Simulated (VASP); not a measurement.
Set up this calculation in VASP 6.6.1, as the native input.

```
Task                   : relaxation of cell and atoms
Functional             : PBE
Potentials or basis    : VASP PAW PBE potentials, release 64 (Cd, H)
Cutoff                 : 600 eV
k mesh                 : 6 × 6 × 6
Occupations            : gaussian, width 0.1 eV
Spin                   : no spin polarisation
Dipole correction      : no
Further INCAR settings : ALGO = Normal; EDIFF = 1e-07; IBRION = 2; EDIFFG = -0.04; NSW = 90; ISIF = 3
```

The structure of CdH2 lies in POSCAR:

```
CdH2
1.0
    1.7309974000      0.9993918200      5.6534138400
   -1.7309974000      0.9993918200      5.6534138400
    0.0000000000     -1.9987836300      5.6534138400
Cd H
1 2
Direct
    0.0000000000      0.0000000000      0.0000000000
    0.2500000000      0.2500000000      0.2500000000
    0.7500000000      0.7500000000      0.7500000000
```

This cell differs from its parent crystal: atoms taken out.

The input as run:

INCAR

```
PREC     = Accurate       # precision mode
ENCUT    = 600            # plane-wave cutoff, eV
EDIFF    = 1E-7           # SCF threshold, eV
ISMEAR   = 0              # smearing method
SIGMA    = 0.1            # smearing width, eV
LREAL    = False          # projectors in reciprocal space
LASPH    = True           # aspherical terms in the spheres
NELM     = 100            # most SCF steps
ALGO     = Normal         # electronic algorithm
ISIF     = 3              # what is computed and relaxed
LWAVE    = False          # write WAVECAR
LCHARG   = False          # write CHGCAR
GGA      = PE             # functional
IBRION   = 2              # ionic algorithm
NSW      = 90             # ionic steps
EDIFFG   = -0.04          # ionic threshold
```

KPOINTS

```
regular mesh
0
Gamma
  6 6 6
```

Potentials or basis: VASP PAW PBE potentials, release 64 (Cd, H).

Launch:

```sh
$ cat potpaw_PBE.64/Cd/POTCAR potpaw_PBE.64/H/POTCAR > POTCAR
$ mpirun -np 1 vasp_std > vasp.out
```

Results of the run:

- Relaxed volume: 13.92 Å³/atom
- Relaxed cell: a = 5.134 Å, b = 5.134 Å, c = 5.134 Å, α = 35.97°, β = 35.97°, γ = 35.97°
- Space group after relaxing (to 0.1 Å): R-3m (No. 166)
- Energy gained by relaxing: 293.8 meV/atom
- Ionic steps: 10
- Pressure after relaxing: 0.2 GPa
- Largest force after relaxing: 0.029 eV/Å
- Band gap on the k mesh: 1.85 eV (least direct gap 2.94 eV)

Caveat: the cell differs from its parent crystal (atoms taken out); the volume moved by over 15 % at a fixed basis, so the end points are rough.

Wall time 3.3 min on 1 thread of Intel(R) Xeon(R) Platinum 8559C (Emerald Rapids), with other jobs on the host, peak memory 0.36 GiB.
